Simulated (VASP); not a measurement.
# Sc2BSb3 (P-4m2) in VASP: further runs, part 2 of 3

VASP 6.6.1. Earlier steps stand in the parts before.

## 3. Single point, PBE

This run uses another cell than the first one, of 20.75 Å³/atom, 1.075 times its volume.

Input file INCAR:

```
PREC = Accurate
ENCUT = 520
EDIFF = 1E-7
ISMEAR = 0
SIGMA = 0.1
LREAL = F
LASPH = T
NELM = 100
ALGO = Normal
ISIF = 2
LWAVE = F
LCHARG = T
GGA = PE
LELF = T
LVHAR = T
NBANDS = 29
```

Input file KPOINTS:

```
regular mesh
0
Gamma
  6 6 2
```

Input file POSCAR:

```
Sc2BSb3
1.0
    3.7141439954      0.0000000000      0.0000000000
    0.0000000000      3.7141439954      0.0000000000
    0.0000000000      0.0000000000      9.0243522973
Sc B Sb
2 1 3
Direct
    0.5000000000      0.0000000000      0.7553616105
    0.0000000000      0.5000000000      0.2446383895
    0.5000000000      0.5000000000      0.0000000000
    0.5000000000      0.0000000000      0.3969526816
    0.0000000000      0.5000000000      0.6030473184
    0.0000000000      0.0000000000      0.0000000000
```

Potentials or basis: VASP PAW PBE potentials, release 64 (Sc_sv, B, Sb).

Launch:

```bash
> cat potpaw_PBE.64/Sc_sv/POTCAR potpaw_PBE.64/B/POTCAR potpaw_PBE.64/Sb/POTCAR > POTCAR
> mpirun -np 1 vasp_std > vasp.out
```

OUTCAR:

```text
PREC = Accurate
   ENCUT = 520
   EDIFF = 1E-7
   ISMEAR = 0
   LREAL = F
   LASPH = T
   NELM = 100
   ISIF = 2
   GGA = PE

 ion  position               nearest neighbor table
   1  0.500  0.000  0.755-   6 2.88   6 2.88   5 2.96   5 2.96   5 2.96   5 2.96   4 3.23
   2  0.000  0.500  0.245-   6 2.88   6 2.88   4 2.96   4 2.96   4 2.96   4 2.96   5 3.23
   3  0.500  0.500  0.000-   6 2.63   6 2.63   6 2.63   6 2.63
   4  0.500  0.000  0.397-   2 2.96   2 2.96   2 2.96   2 2.96   5 3.22   5 3.22   5 3.22   5 3.22
                             1 3.23
   5  0.000  0.500  0.603-   1 2.96   1 2.96   1 2.96   1 2.96   4 3.22   4 3.22   4 3.22   4 3.22
                             2 3.23
   6  0.000  0.000  0.000-   3 2.63   3 2.63   3 2.63   3 2.63   2 2.88   1 2.88   1 2.88   2 2.88

  LATTYP: Found a simple tetragonal cell.
 ALAT       =     3.7141439954
 C/A-ratio  =     2.4297260172

  Lattice vectors:

 A1 = (   3.7141439954,   0.0000000000,   0.0000000000)
 A2 = (   0.0000000000,   3.7141439954,   0.0000000000)
 A3 = (   0.0000000000,   0.0000000000,   9.0243522973)

Analysis of symmetry for initial positions (statically):
=====================================================================
 Subroutine PRICEL returns:
 Original cell was already a primitive cell.

 Routine SETGRP: Setting up the symmetry group for a
 simple tetragonal supercell.

 Subroutine GETGRP returns: Found  8 space group operations
 (whereof  8 operations were pure point group operations)
 out of a pool of 16 trial point group operations.

The static configuration has the point symmetry D_2d.

Analysis of symmetry for dynamics (positions and initial velocities):
=====================================================================
 Subroutine PRICEL returns:
 Original cell was already a primitive cell.

 Routine SETGRP: Setting up the symmetry group for a
 simple tetragonal supercell.

 Subroutine GETGRP returns: Found  8 space group operations
 (whereof  8 operations were pure point group operations)
 out of a pool of 16 trial point group operations.

[... 127 lines left out ...]
   LORBIT       =      0    0 simple, 1 ext, 2 COOP (PROOUT), +10 PAW based schemes
   GGA     = PE    functional components
   LHFCALC =     F    Hartree Fock is set to
   AEXX    =    0.0000 exact exchange contribution
   IVDW    =     0    specifies the selected vdW correction
   LEPSILON=     F    determine dielectric tensor
   LRPA    =     F    only Hartree local field effects (RPA)
 non-spin polarized calculation
 Gauss-broadening in eV      SIGMA  =   0.10
  energy-cutoff  :      520.00
  volume of cell :      124.49
 maximum number of plane-waves:      3380
 NGX is ok and might be reduce to    28
   NGX = 13   NGY = 13   NGZ = 33

 number of electron      40.0000010 magnetization

 Free energy of the ion-electron system (eV)
  ---------------------------------------------------
  ext. energy  EPLUGINS =         0.00000000
  ---------------------------------------------------
  free energy    TOTEN  =       -32.72215613 eV

  energy without entropy =      -32.69715681  energy(sigma->0) =      -32.70965647

 E-fermi :   7.1542     XC(G=0): -10.6060

 val. band max:        7.1421386420   @ k =   0.1667   0.1667   0.5000
 cond. band min:       7.1990109510   @ k =   0.3333   0.3333   0.0000
 fundamental gap:      0.0568723090
 Fermi energy:         7.1542252581

 k-point     1 :       0.0000    0.0000    0.0000
  band No.  band energies     occupation
      1     -41.9300      2.00000
      2     -41.9297      2.00000
      3     -20.6520      2.00000
      4     -20.6408      2.00000
      5     -20.5640      2.00000
      6     -20.5640      2.00000
[... 629 lines left out ...]
     28      11.0976      0.00000
     29      11.2040      0.00000

------------------------ aborting loop because EDIFF is reached ----------------------------------------

  FORCE on cell =-STRESS in cart. coord.  units (eV):
  Direction    XX          YY          ZZ          XY          YZ          ZX
  --------------------------------------------------------------------------------------
  -------------------------------------------------------------------------------------
  Total        0.0856713      0.0856713      0.2867697      0.0000000      0.0000000      0.0000000
  in kB        1.1025859      1.1025859      3.6907140      0.0000000      0.0000000      0.0000000
  external PRESSURE =       1.9652953 kB  Pullay stress =       0.0000000 kB

 VOLUME and BASIS-vectors are now :
 -----------------------------------------------------------------------------
  energy-cutoff  :      520.00
  volume of cell :      124.49
      direct lattice vectors                 reciprocal lattice vectors
     3.714143995  0.000000000  0.000000000     0.269241042  0.000000000  0.000000000
     0.000000000  3.714143995  0.000000000     0.000000000  0.269241042  0.000000000
     0.000000000  0.000000000  9.024352297     0.000000000  0.000000000  0.110811277

 POSITION                                       TOTAL-FORCE (eV/Angst)
 -----------------------------------------------------------------------------------
      1.85707      0.00000      6.81665         0.000000      0.000000      0.005067
      0.00000      1.85707      2.20770         0.000000      0.000000     -0.005067
      1.85707      1.85707      0.00000        -0.000000     -0.000000      0.000000
      1.85707      0.00000      3.58224        -0.000000      0.000000      0.016776
      0.00000      1.85707      5.44211        -0.000000      0.000000     -0.016776
      0.00000      0.00000      0.00000        -0.000000      0.000000      0.000000
 -----------------------------------------------------------------------------------
    total drift:                                0.000000      0.000000      0.000000

  FREE ENERGIE OF THE ION-ELECTRON SYSTEM (eV)
  ---------------------------------------------------
  free  energy   TOTEN  =       -32.7221561322 eV

  energy  without entropy=      -32.6971568057  energy(sigma->0) =      -32.70965647
```

It took 69 s on 1 thread of Intel Xeon Platinum 8488C (Sapphire Rapids), shared host; peak memory 0.26 GiB.

Results:

| Item | Value |
| --- | --- |
| Free energy | -32.7222 eV |
| Pressure | 0.2 GPa |
| Largest force | 0.017 eV/Å |
| Band gap on the k mesh | zero (band 20 reaches 8.12 eV, above the bottom of band 21 at 5.75 eV) |

Forces in eV/Å, atoms in the order of the input:
```
Sc   0.000  0.000  0.005
Sc   0.000  0.000 -0.005
B    0.000  0.000  0.000
Sb   0.000  0.000  0.017
Sb   0.000  0.000 -0.017
Sb   0.000  0.000  0.000
```

Stress tensor (GPa, compression positive):
```
0.11 0.00 0.00
0.00 0.11 0.00
0.00 0.00 0.37
```

Caveat: spin-orbit coupling is left out, which moves the levels of the heavy elements.

## 4. Single point, PBE

This run uses another cell than the first one, of 20.79 Å³/atom, 1.077 times its volume.

Input file INCAR:

```
ALGO = Normal ; EDIFF = 1E-6
ENCUT = 520 ; GGA = PE
ISIF = 2 ; ISMEAR = 0
LASPH = True ; LCHARG = False
LREAL = False ; LWAVE = False
NBANDS = 29 ; NELM = 80
PREC = Accurate ; SIGMA = 0.1
```

Input file KPOINTS:

```
k-points
0
Gamma
  10 10 4
```

Input file POSCAR:

```
Sc2BSb3
1.0
    3.7138852868      0.0000000000      0.0000000000
    0.0000000000      3.7138852868      0.0000000000
    0.0000000000      0.0000000000      9.0447166623
Sc B Sb
2 1 3
Direct
    0.5000000000      0.0000000000      0.7567472446
    0.0000000000      0.5000000000      0.2432527554
    0.5000000000      0.5000000000      0.0000000000
    0.5000000000      0.0000000000      0.3985139302
    0.0000000000      0.5000000000      0.6014860698
    0.0000000000      0.0000000000      0.0000000000
```

Potentials or basis: VASP PAW PBE potentials, release 64 (Sc_sv, B, Sb).

Launch:

```bash
> cat potpaw_PBE.64/Sc_sv/POTCAR potpaw_PBE.64/B/POTCAR potpaw_PBE.64/Sb/POTCAR > POTCAR
> mpirun -np 1 vasp_std > vasp.out
```

OUTCAR:

```text
EDIFF = 1E-6
   ENCUT = 520
   GGA = PE
   ISIF = 2
   ISMEAR = 0
   LASPH = True
   LREAL = False
   NELM = 80
   PREC = Accurate

 ion  position               nearest neighbor table
   1  0.500  0.000  0.757-   6 2.88   6 2.88   5 2.98   5 2.98   5 2.98   5 2.98   4 3.24
   2  0.000  0.500  0.243-   6 2.88   6 2.88   4 2.98   4 2.98   4 2.98   4 2.98   5 3.24
   3  0.500  0.500  0.000-   6 2.63   6 2.63   6 2.63   6 2.63
   4  0.500  0.000  0.399-   2 2.98   2 2.98   2 2.98   2 2.98   5 3.20   5 3.20   5 3.20   5 3.20
                             1 3.24
   5  0.000  0.500  0.601-   1 2.98   1 2.98   1 2.98   1 2.98   4 3.20   4 3.20   4 3.20   4 3.20
                             2 3.24
   6  0.000  0.000  0.000-   3 2.63   3 2.63   3 2.63   3 2.63   2 2.88   1 2.88   1 2.88   2 2.88

  LATTYP: Found a simple tetragonal cell.
 ALAT       =     3.7138852868
 C/A-ratio  =     2.4353785763

  Lattice vectors:

 A1 = (   3.7138852868,   0.0000000000,   0.0000000000)
 A2 = (   0.0000000000,   3.7138852868,   0.0000000000)
 A3 = (   0.0000000000,   0.0000000000,   9.0447166623)

Analysis of symmetry for initial positions (statically):
[... 179 lines left out ...]

  energy without entropy =      -32.72955504  energy(sigma->0) =      -32.73830002

 E-fermi :   7.1716     XC(G=0): -10.5960

 val. band max:        7.1651207543   @ k =   0.5000   0.0000   0.2500
 cond. band min:       7.2088769932   @ k =   0.5000   0.2000   0.2500
 fundamental gap:      0.0437562389
 Fermi energy:         7.1716472005

 k-point     1 :       0.0000    0.0000    0.0000
  band No.  band energies     occupation
      1     -41.9754      2.00000
      2     -41.9752      2.00000
      3     -20.6845      2.00000
      4     -20.6735      2.00000
      5     -20.6076      2.00000
      6     -20.6076      2.00000
[... 757 lines left out ...]
     28      10.6627      0.00000
     29      10.7157      0.00000

 [... further k-points ...]
[... 5 lines left out ...]
  --------------------------------------------------------------------------------------
  -------------------------------------------------------------------------------------
  Total        0.0508859      0.0508859      0.0692440      0.0000000      0.0000000     -0.0000000
  in kB        0.6535153      0.6535153      0.8892842      0.0000000      0.0000000     -0.0000000
  external PRESSURE =       0.7321049 kB  Pullay stress =       0.0000000 kB

 VOLUME and BASIS-vectors are now :
 -----------------------------------------------------------------------------
  energy-cutoff  :      520.00
  volume of cell :      124.75
      direct lattice vectors                 reciprocal lattice vectors
     3.713885287  0.000000000  0.000000000     0.269259797  0.000000000  0.000000000
     0.000000000  3.713885287  0.000000000     0.000000000  0.269259797  0.000000000
     0.000000000  0.000000000  9.044716662     0.000000000  0.000000000  0.110561783

 POSITION                                       TOTAL-FORCE (eV/Angst)
 -----------------------------------------------------------------------------------
      1.85694      0.00000      6.84456         0.000000      0.000000     -0.005764
      0.00000      1.85694      2.20015        -0.000000     -0.000000      0.005764
      1.85694      1.85694      0.00000         0.000000      0.000000      0.000000
      1.85694      0.00000      3.60445         0.000000      0.000000      0.009273
      0.00000      1.85694      5.44027         0.000000      0.000000     -0.009273
      0.00000      0.00000      0.00000         0.000000      0.000000      0.000000
 -----------------------------------------------------------------------------------
    total drift:                               -0.000000      0.000000     -0.000000

  FREE ENERGIE OF THE ION-ELECTRON SYSTEM (eV)
  ---------------------------------------------------
  free  energy   TOTEN  =       -32.7470450032 eV

  energy  without entropy=      -32.7295550384  energy(sigma->0) =      -32.73830002
```

OSZICAR:

```text
N       E                     dE             d eps       ncg     rms          rms(c)
DAV:   1     0.477083185071E+03    0.47708E+03   -0.16695E+04  3670   0.126E+03
DAV:   2     0.117790353190E+02   -0.46530E+03   -0.45756E+03  4302   0.459E+02
DAV:   3    -0.335289815174E+02   -0.45308E+02   -0.43739E+02  5970   0.145E+02
DAV:   4    -0.354569272996E+02   -0.19279E+01   -0.19111E+01  6060   0.272E+01
DAV:   5    -0.354885865210E+02   -0.31659E-01   -0.31612E-01  5828   0.415E+00    0.115E+01
DAV:   6    -0.330002158903E+02    0.24884E+01   -0.20467E+01  6164   0.270E+01    0.482E+00
DAV:   7    -0.327834118449E+02    0.21680E+00   -0.20665E+00  6252   0.853E+00    0.289E+00
DAV:   8    -0.327506061934E+02    0.32806E-01   -0.20042E-01  5108   0.250E+00    0.779E-01
DAV:   9    -0.327471914083E+02    0.34148E-02   -0.28769E-02  6164   0.974E-01    0.231E-01
DAV:  10    -0.327469772516E+02    0.21416E-03   -0.39144E-03  5252   0.434E-01    0.839E-02
DAV:  11    -0.327470506094E+02   -0.73358E-04   -0.56639E-04  6044   0.160E-01    0.423E-02
DAV:  12    -0.327470466840E+02    0.39254E-05   -0.10201E-04  6316   0.720E-02    0.155E-02
DAV:  13    -0.327470463206E+02    0.36338E-06   -0.31858E-05  5780   0.500E-02    0.686E-03
DAV:  14    -0.327470452484E+02    0.10722E-05   -0.16464E-06  3356   0.104E-02    0.335E-03
DAV:  15    -0.327470450032E+02    0.24514E-06   -0.13098E-06  3348   0.646E-03
   1 F= -.32747045E+02 E0= -.32738300E+02  d E =-.174900E-01
```

stdout:

```text
POSCAR found type information on POSCAR ScB Sb
 POSCAR found :  3 types and       6 ions
 scaLAPACK will be used
 LDA part: xc-table for (Slater+PW92), standard interpolation
 POSCAR, INCAR and KPOINTS ok, starting setup
 FFT: planning ... GRIDC
 FFT: planning ... GRID_SOFT
 FFT: planning ... GRID
 WAVECAR not read
 entering main loop
```

It took 3.4 min on 1 thread of Intel Xeon Platinum 8488C (Sapphire Rapids), shared host; peak memory 0.37 GiB.

What came out:

```
Free energy            : -32.7470 eV
Pressure               : 0.1 GPa
Largest force          : 0.009 eV/Å
Band gap on the k mesh : zero (band 20 reaches 8.17 eV, above the bottom of band 21 at 5.72 eV)
```

Forces on the atoms (eV/Å):
```
Sc   0.000  0.000 -0.006
Sc   0.000  0.000  0.006
B    0.000  0.000  0.000
Sb   0.000  0.000  0.009
Sb   0.000  0.000 -0.009
Sb   0.000  0.000  0.000
```

Caveat: spin-orbit coupling is left out, which moves the levels of the heavy elements.

## 5. Relaxation of cell and atoms, PBE

Input file INCAR:

```
SYSTEM = Sc2BSb3
  PREC = Accurate
  ENCUT = 600
  EDIFF = 1E-6
  ISMEAR = 0
  SIGMA = 0.1
  LREAL = .FALSE.
  LASPH = .TRUE.
  NELM = 60
  ALGO = Normal
  ISIF = 3
  LWAVE = .FALSE.
  LCHARG = .FALSE.
  GGA = PE
  IBRION = 2
  NSW = 90
  EDIFFG = -0.04
```

Input file KPOINTS:

```
Automatic mesh
0
G
  6 6 2
  0 0 0
```

Input file POSCAR:

```
Sc2BSb3
1.0
    3.7240367300      0.0000000000      0.0000000000
    0.0000000000      3.7240367300      0.0000000000
    0.0000000000      0.0000000000      8.3524651200
Sc B Sb
2 1 3
Direct
    0.5000000000      0.0000000000      0.7344790700
    0.0000000000      0.5000000000      0.2655209300
    0.5000000000      0.5000000000      0.0000000000
    0.5000000000      0.0000000000      0.3861632900
    0.0000000000      0.5000000000      0.6138367100
    0.0000000000      0.0000000000      0.0000000000
```

Launch:

```bash
> cat potpaw_PBE.64/Sc_sv/POTCAR potpaw_PBE.64/B/POTCAR potpaw_PBE.64/Sb/POTCAR > POTCAR
> mpirun -np 1 vasp_std > vasp.out
```

Wall time 9.9 min (1 thread of Intel Xeon Platinum 8488C (Sapphire Rapids), shared host); peak memory 0.29 GiB.

It converged, with:

```yaml
Free_energy: -32.7223 eV
Relaxed_volume: 20.77 Å³/atom
Relaxed_cell: a = 3.708 Å, b = 3.708 Å, c = 9.064 Å, α = 90.00°, β = 90.00°, γ = 90.00°
Space_group_after_relaxing_to_0.05_Å: P-4m2 (No. 115)
Energy_gained_by_relaxing: 94.3 meV/atom
Ionic_steps: 13
Pressure_after_relaxing: 0.1 GPa
Largest_force_after_relaxing: 0.021 eV/Å
Band_gap_on_the_k_mesh: zero (band 20 reaches 8.11 eV, above the bottom of band 21 at 5.74 eV)
```

Forces in eV/Å, atoms in the order of the input:
```
Sc   0.000  0.000 -0.010
Sc   0.000  0.000  0.010
B    0.000  0.000  0.000
Sb   0.000  0.000 -0.021
Sb   0.000  0.000  0.021
Sb   0.000  0.000  0.000
```

Stress tensor (GPa, compression positive):
```
0.16 0.00 0.00
0.00 0.16 0.00
0.00 0.00 0.05
```

Step by step:
```tsv
step	energy change (eV)	largest force (eV/Å)	pressure (GPa)	volume (Å³)
1	0.0000	1.5289	8.26	115.84
2	-0.3434	0.4882	-3.96	133.29
3	-0.3958	0.7073	-1.28	128.15
4	-0.4706	0.4695	-0.61	126.69
5	-0.5232	0.4387	0.55	124.45
6	-0.5263	0.4728	0.95	123.78
7	-0.5530	0.2429	-0.51	125.78
8	-0.5532	0.2178	-0.65	126.00
9	-0.5629	0.1417	0.13	124.65
10	-0.5630	0.1424	0.22	124.50
11	-0.5655	0.0639	-0.08	124.92
12	-0.5656	0.0470	-0.15	125.02
13	-0.5659	0.0213	0.12	124.60
```

Final structure:
```
Sc B Sb
1.0
     3.70764    0.00000    0.00000
     0.00000    3.70764    0.00000
     0.00000    0.00000    9.06413
Sc B Sb
2 1 3
Direct
  0.50000 0.00000 0.75589
  0.00000 0.50000 0.24411
  0.50000 0.50000 0.00000
  0.50000 0.00000 0.39783
  0.00000 0.50000 0.60217
  0.00000 0.00000 0.00000
```

Levels at points of the mesh, in eV from the Fermi level:
```csv
k point,band 15,band 16,band 17,band 18,band 19,band 20,band 21,band 22,band 23,band 24
"(0.00, 0.00, 0.00)",-1.87,-1.87,-0.96,-0.96,-0.14,0.75,1.28,1.31,1.31,1.34
"(0.50, 0.00, 0.00)",-1.69,-0.70,-0.50,-0.32,0.01,0.09,0.66,0.72,2.09,2.11
"(0.50, 0.50, 0.00)",-4.64,-4.62,-1.94,-1.94,-1.77,-1.43,-1.38,-0.44,3.17,3.17
"(0.00, 0.00, 0.50)",-1.84,-1.48,-1.04,-1.04,-0.23,0.27,1.06,1.58,1.62,1.62
"(0.50, 0.00, 0.50)",-2.69,-1.64,-0.14,-0.02,0.08,0.29,0.98,1.01,2.36,2.55
"(0.50, 0.50, 0.50)",-4.64,-4.62,-1.66,-1.61,-1.61,-1.47,-1.42,-0.44,2.25,2.25
```

Caveat: the k points lie up to 0.35 Å⁻¹ apart in the final cell; spin-orbit coupling is left out, which moves the levels of the heavy elements.

[end of part 2 of 3]
